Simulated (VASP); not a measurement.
# CoO (Imm2) in VASP: single point with PBEsol

Aim: the single point of CoO with PBEsol.

Program: VASP 6.6.1. These are calculated values, not measurements. Logs are shortened: lines on timing, memory, paths and dates and some standing lists are left out, and cuts for length are marked.

### 1 The cell of the first run

The structure is orthorhombic, space group Imm2 (No. 44). Conventional cell: a = 3.014 Å, b = 4.263 Å, c = 3.014 Å, α = 90.00°, β = 90.00°, γ = 90.00°. Within 2.5 Å of Co (site symmetry mm2) lie 6 O at 1.89 to 2.41 Å. O (site symmetry mm2) has 6 Co at 1.89 to 2.41 Å within 2.5 Å.

### 2 Single point, PBEsol, collinear spin, ferromagnetic start

Contents of INCAR:

```
SYSTEM = CoO
PREC     = Accurate       ! precision mode
ENCUT    = 520            ! plane-wave cutoff, eV
EDIFF    = 1E-6           ! SCF threshold, eV
ISMEAR   = 0              ! smearing method
SIGMA    = 0.15           ! smearing width, eV
LREAL    = .FALSE.        ! projectors in reciprocal space
LASPH    = .TRUE.         ! aspherical terms in the spheres
NELM     = 150            ! most SCF steps
ALGO     = Normal         ! electronic algorithm
ISIF     = 2              ! what is computed and relaxed
LWAVE    = .FALSE.        ! write WAVECAR
LCHARG   = .TRUE.         ! write CHGCAR
ISPIN    = 2              ! spin polarisation
MAGMOM   = 2.74 0.37      ! initial moments
LORBIT   = 11             ! projections on sites
LMAXMIX  = 4              ! l up to which the mixer works
GGA      = PS             ! functional
LELF     = .TRUE.         ! ELF
LVHAR    = .TRUE.       
NBANDS   = 18             ! bands
```

Contents of KPOINTS:

```
regular mesh
0
G
  20 20 20
  0 0 0
```

Contents of POSCAR:

```
CoO
1.0
    0.0000000000      2.1315000000      2.1315000000
    2.1315000000      0.0000000000      2.1315000000
    2.1315000000      2.1315000000      0.0000000000
Co O
1 1
Direct
   -0.1244030227      0.0000000000      0.0000000000
    0.5000000000      0.5000000000      0.5000000000
```

Potentials or basis: VASP PAW PBE potentials, release 64 (Co, O).

Run with:

```
$ cat potpaw_PBE.64/Co/POTCAR potpaw_PBE.64/O/POTCAR > POTCAR
$ mpirun -np 1 vasp_std > vasp.out
```

OUTCAR:

```text
SYSTEM = CoO
   PREC = Accurate
   ENCUT = 520
   EDIFF = 1E-6
   ISMEAR = 0
   LREAL = .FALSE.
   LASPH = .TRUE.
   NELM = 150
   ISIF = 2
   ISPIN = 2
   LORBIT = 11
   GGA = PS

 ion  position               nearest neighbor table
   1  0.876  0.000  0.000-   2 1.89   2 1.89   2 2.16   2 2.16   2 2.41   2 2.41
   2  0.500  0.500  0.500-   1 1.89   1 1.89   1 2.16   1 2.16   1 2.41   1 2.41

  LATTYP: Found a face centered cubic cell.
 ALAT       =     4.2630000000

  Lattice vectors:

 A1 = (   0.0000000000,   2.1315000000,   2.1315000000)
 A2 = (   2.1315000000,   0.0000000000,   2.1315000000)
 A3 = (   2.1315000000,   2.1315000000,   0.0000000000)

Analysis of symmetry for initial positions (statically):
=====================================================================
 Subroutine PRICEL returns:
 Original cell was already a primitive cell.

 Routine SETGRP: Setting up the symmetry group for a
 face centered cubic supercell.

 Subroutine GETGRP returns: Found  4 space group operations
 (whereof  4 operations were pure point group operations)
 out of a pool of 48 trial point group operations.

The static configuration has the point symmetry C_2v.

Analysis of symmetry for dynamics (positions and initial velocities):
=====================================================================
 Subroutine PRICEL returns:
 Original cell was already a primitive cell.

 Routine SETGRP: Setting up the symmetry group for a
 face centered cubic supercell.

 Subroutine GETGRP returns: Found  4 space group operations
 (whereof  4 operations were pure point group operations)
 out of a pool of 48 trial point group operations.

The dynamic configuration has the point symmetry C_2v.

Analysis of structural, dynamic, and magnetic symmetry:
=====================================================================
 Subroutine PRICEL returns:
 Original cell was already a primitive cell.

 Routine SETGRP: Setting up the symmetry group for a
 face centered cubic supercell.

 Subroutine GETGRP returns: Found  4 space group operations
 (whereof  4 operations were pure point group operations)
 out of a pool of 48 trial point group operations.

The overall configuration has the point symmetry C_2v.

 Subroutine INISYM returns: Found  4 space group operations
 (whereof  4 operations are pure point group operations),
 and found     1 'primitive' translations

----------------------------------------------------------------------------------------

                                     Primitive cell

  volume of cell :      19.3681

  direct lattice vectors                    reciprocal lattice vectors
     0.000000000  2.131500000  2.131500000    -0.234576589  0.234576589  0.234576589
     2.131500000  0.000000000  2.131500000     0.234576589 -0.234576589  0.234576589
     2.131500000  2.131500000  0.000000000     0.234576589  0.234576589 -0.234576589

  length of vectors
     3.014396208  3.014396208  3.014396208     0.406298571  0.406298571  0.406298571

  position of ions in fractional coordinates (direct lattice)
     0.875596977  0.000000000  0.000000000
     0.500000000  0.500000000  0.500000000

  ion indices of the primitive-cell ions
   primitive index   ion index
                 1           1
                 2           2

----------------------------------------------------------------------------------------

 KPOINTS: regular mesh

Automatic generation of k-mesh.
 Grid dimensions read from file:
 generate k-points for:   20   20   20

 Generating k-lattice:

  Cartesian coordinates                     Fractional coordinates (reciprocal lattice)
    -0.011728829  0.011728829  0.011728829     0.050000000  0.000000000  0.000000000
     0.011728829 -0.011728829  0.011728829     0.000000000  0.050000000  0.000000000
     0.011728829  0.011728829 -0.011728829     0.000000000  0.000000000  0.050000000

  Length of vectors
     0.020314929  0.020314929  0.020314929

  Shift w.r.t. Gamma in fractional coordinates (k-lattice)
     0.000000000  0.000000000  0.000000000

 Subroutine IBZKPT returns following result:
 ===========================================

 Found   1166 irreducible k-points:

 Following reciprocal coordinates:
            Coordinates               Weight
  0.000000  0.000000  0.000000      1.000000
  0.050000  0.000000  0.000000      4.000000
  0.000000  0.050000  0.000000      4.000000
  0.100000  0.000000  0.000000      4.000000
  0.000000  0.100000  0.000000      4.000000
  0.150000  0.000000  0.000000      4.000000
[... 16 lines left out ...]
  0.000000  0.050000  0.050000      2.000000
  0.100000  0.050000  0.000000      8.000000
 [... further k-points ...]
   k-points           NKPTS =   1166   k-points in BZ     NKDIM =   1166   number of bands    NBANDS=     18
   number of dos      NEDOS =    301   number of ions     NIONS =      2
   total plane-waves  NPLWV =  13824
   dimension x,y,z NGX =    24 NGY =   24 NGZ =   24
   dimension x,y,z NGXF=    48 NGYF=   48 NGZF=   48
   ions per type =               1   1
   NGX,Y,Z   is equivalent  to a cutoff of  13.24, 13.24, 13.24 a.u.
   NGXF,Y,Z  is equivalent  to a cutoff of  26.47, 26.47, 26.47 a.u.
 SYSTEM =  CoO
   PREC   = accura    normal or accurate (medium, high low for compatibility)
   ISTART =      0    job   : 0-new  1-cont  2-samecut
   ICHARG =      2    charge: 1-file 2-atom 10-const
   ISPIN  =      2    spin polarized calculation?
   LNONCOLLINEAR =      F non collinear calculations
   LSORBIT =      F    spin-orbit coupling
   LASPH  =      T    aspherical Exc in radial PAW
   ENCUT  =  520.0 eV  38.22 Ry    6.18 a.u.   5.60  5.60  5.60*2*pi/ulx,y,z
   NELM   =    150;   NELMIN=  2; NELMDL= -5     # of ELM steps
   EDIFF  = 0.1E-05   stopping-criterion for ELM
   LREAL  =      F    real-space projection
   EDIFFG = 0.1E-04   stopping-criterion for IOM
   NSW    =      0    number of steps for IOM
   IBRION =     -1    ionic relax: 0-MD 1-quasi-New 2-CG
   NFREE  =      0    steps in history (QN), initial steepest desc. (CG)
   ISIF   =      2    stress and relaxation
   ISYM   =      2    0-nonsym 1-usesym 2-fastsym
   POTIM  = 0.5000    time-step for ionic-motion
   TEBEG  =    0.0;   TEEND  =   0.0 temperature during run
   PSTRESS=    0.0 pullay stress
   NELECT =      15.0000    total number of electrons
   NUPDOWN=      -1.0000    fix difference up-down
   EMIN   =  10.00;   EMAX   =-10.00  energy-range for DOS
   EFERMI =   0.00;   METHOD = LEGACY
   ISMEAR =     0;   SIGMA  =   0.15  broadening in eV -4-tet -1-fermi 0-gaus
   EFERMI_NEDOS =   21; number of points for ismear=-14 and -15
   IALGO  =     38    algorithm
   IMIX   =      4    mixing-type and parameters
     AMIX     =   0.40;   BMIX     =  1.00
     AMIX_MAG =   1.60;   BMIX_MAG =  1.00
  volume/ion in A,a.u.               =       9.68        65.35
  Fermi-wavevector in a.u.,A,eV,Ry     =   1.503407  2.841027 30.752334  2.260233
  Thomas-Fermi vector in A             =   2.614521
   LORBIT       =     11    0 simple, 1 ext, 2 COOP (PROOUT), +10 PAW based schemes
   GGA     = PS    functional components
   LHFCALC =     F    Hartree Fock is set to
   AEXX    =    0.0000 exact exchange contribution
   IVDW    =     0    specifies the selected vdW correction
   LEPSILON=     F    determine dielectric tensor
   LRPA    =     F    only Hartree local field effects (RPA)
 spin polarized calculation
 Gauss-broadening in eV      SIGMA  =   0.15
  energy-cutoff  :      520.00
  volume of cell :       19.37
 maximum number of plane-waves:       544
   NGX = 11   NGY = 11   NGZ = 11

 number of electron      15.0000007 magnetization       2.8833280

 Free energy of the ion-electron system (eV)
  ---------------------------------------------------
  ext. energy  EPLUGINS =         0.00000000
  ---------------------------------------------------
  free energy    TOTEN  =       -13.86301038 eV

  energy without entropy =      -13.82938541  energy(sigma->0) =      -13.84619789

 E-fermi :   7.8516     XC(G=0): -12.6005

 val. band max:        7.8514046496   @ k =   0.0500   0.4500   0.4000
 cond. band min:       7.8520946797   @ k =   0.3500   0.0500   0.0000
 fundamental gap:      0.0006900301
 Fermi energy:         7.8516396536

 spin component 1

 k-point     1 :       0.0000    0.0000    0.0000
  band No.  band energies     occupation
      1     -12.6467      1.00000
      2       2.4953      1.00000
      3       2.7325      1.00000
      4       3.2388      1.00000
      5       4.6893      1.00000
      6       4.8354      1.00000
[... 10 lines left out ...]
     17      29.9332      0.00000
     18      31.6153      0.00000
[... 463 lines left out ...]
 k-point    24 :       0.1000    0.0500    0.0000
  band No.  band energies     occupation
      1     -12.5567      1.00000
      2       2.1815      1.00000
      3       2.5920      1.00000
      4       3.1461      1.00000
      5       4.7115      1.00000
      6       4.8710      1.00000
[... 10 lines left out ...]
     17      30.6185      0.00000
     18      32.7478      0.00000

 [... further k-points ...]

 spin component 2

 k-point     1 :       0.0000    0.0000    0.0000
  band No.  band energies     occupation
      1     -12.0764      1.00000
      2       3.7122      1.00000
      3       3.9257      1.00000
      4       4.3333      1.00000
      5       6.6992      1.00000
      6       7.2613      1.00000
[... 10 lines left out ...]
     17      30.7625      0.00000
     18      32.2697      0.00000
[... 463 lines left out ...]
 k-point    24 :       0.1000    0.0500    0.0000
  band No.  band energies     occupation
      1     -11.9836      1.00000
      2       3.3302      1.00000
      3       3.7633      1.00000
      4       4.2215      1.00000
      5       6.7312      1.00000
      6       7.2575      1.00000
[... 10 lines left out ...]
     17      31.3981      0.00000
     18      33.5063      0.00000

 [... further k-points ...]
[... 5 lines left out ...]
  --------------------------------------------------------------------------------------
  -------------------------------------------------------------------------------------
  Total       -1.5032097      0.5481955      0.5481955      0.0000000     -0.6855199      0.0000000
  in kB     -124.3495286     45.3481972     45.3481972      0.0000000    -56.7080425      0.0000000
  external PRESSURE =     -11.2177114 kB  Pullay stress =       0.0000000 kB

 VOLUME and BASIS-vectors are now :
 -----------------------------------------------------------------------------
  energy-cutoff  :      520.00
  volume of cell :       19.37
      direct lattice vectors                 reciprocal lattice vectors
     0.000000000  2.131500000  2.131500000    -0.234576589  0.234576589  0.234576589
     2.131500000  0.000000000  2.131500000     0.234576589 -0.234576589  0.234576589
     2.131500000  2.131500000  0.000000000     0.234576589  0.234576589 -0.234576589

 POSITION                                       TOTAL-FORCE (eV/Angst)
 -----------------------------------------------------------------------------------
      0.00000      1.86633      1.86633         0.000000      0.674528      0.674528
      2.13150      2.13150      2.13150        -0.000000     -0.674528     -0.674528
 -----------------------------------------------------------------------------------
    total drift:                                0.000001     -0.000597     -0.000597

  FREE ENERGIE OF THE ION-ELECTRON SYSTEM (eV)
  ---------------------------------------------------
  free  energy   TOTEN  =       -13.8630103759 eV

  energy  without entropy=      -13.8293854129  energy(sigma->0) =      -13.84619789

 total charge

# of ion       s       p       d       tot
------------------------------------------
    1        0.334   0.421   7.212   7.966
    2        1.555   3.417   0.000   4.972
--------------------------------------------------
tot          1.889   3.838   7.212  12.938

 magnetization (x)

# of ion       s       p       d       tot
------------------------------------------
    1        0.018   0.035   2.425   2.479
    2        0.027   0.305   0.000   0.332
--------------------------------------------------
tot          0.045   0.340   2.425   2.810
```

Wall time 20 min (1 thread of Oxide Virtual Turin-like, shared host); peak memory 0.64 GiB.

What came out:

```yaml
Free_energy: -13.8630 eV
Pressure: -1.1 GPa
Largest_force: 0.954 eV/Å
Net_moment: 2.88 μB per cell
Site_moments: Co +2.48; O +0.33 μB
Valence_electrons_inside_the_program's_atomic_spheres: Co 7.97; O 4.97
```

Forces in eV/Å, atoms in the order of the input:
```
Co   0.000  0.675  0.675
O    0.000 -0.675 -0.675
```

Stress tensor (GPa, compression positive):
```
-12.43   0.00   0.00
  0.00   4.53  -5.67
  0.00  -5.67   4.53
```

Levels at points of the mesh, in eV from the Fermi level:
Spin up:
```
           k point  band 5  band 6  band 7  band 8  band 9  band 10  band 11  band 12  band 13  band 14
(0.00, 0.00, 0.00)   -3.16   -3.02   -1.76   -1.22   -1.17     0.67    15.74    17.28    17.82    17.89
(0.50, 0.00, 0.00)   -2.44   -2.34   -1.79   -0.22    0.36     5.23     8.51    13.52    13.56    20.02
(0.00, 0.50, 0.00)   -2.56   -2.45   -1.92   -0.93   -0.20     5.40     8.61    13.64    14.39    19.52
(0.50, 0.50, 0.00)   -2.91   -2.44   -2.24   -2.12   -2.06     5.09    10.11    10.77    15.88    16.32
(0.00, 0.50, 0.50)   -2.46   -2.13   -2.13   -2.05   -1.82     5.28     9.49    10.66    15.64    17.33
```
Spin down:
```tsv
k point	band 4	band 5	band 6	band 7	band 8	band 9
(0.00, 0.00, 0.00)	-3.52	-1.15	-0.59	0.01	0.65	1.15
(0.50, 0.00, 0.00)	-4.78	-0.24	-0.04	0.30	2.02	2.75
(0.00, 0.50, 0.00)	-4.38	-0.41	-0.19	0.20	1.24	2.14
(0.50, 0.50, 0.00)	-4.36	-1.37	0.11	0.18	0.48	0.63
(0.00, 0.50, 0.50)	-4.81	-0.73	0.12	0.23	0.63	0.87
```

Caveat: the cell differs from its parent crystal (all Co atoms moved +0.375 Å, as atom 1 towards its neighbour atom 1 (Co) at 3.014 Å); the stress differs along the axes, from -12 to 5 GPa; the PAW data sets were made with another functional, which shifts forces and pressure a little; a cell with one magnetic atom can't hold antiferromagnetic order, which such compounds often take; semilocal functionals often make such compounds metallic where correlation or magnetic order opens a gap, which also shifts bond lengths.
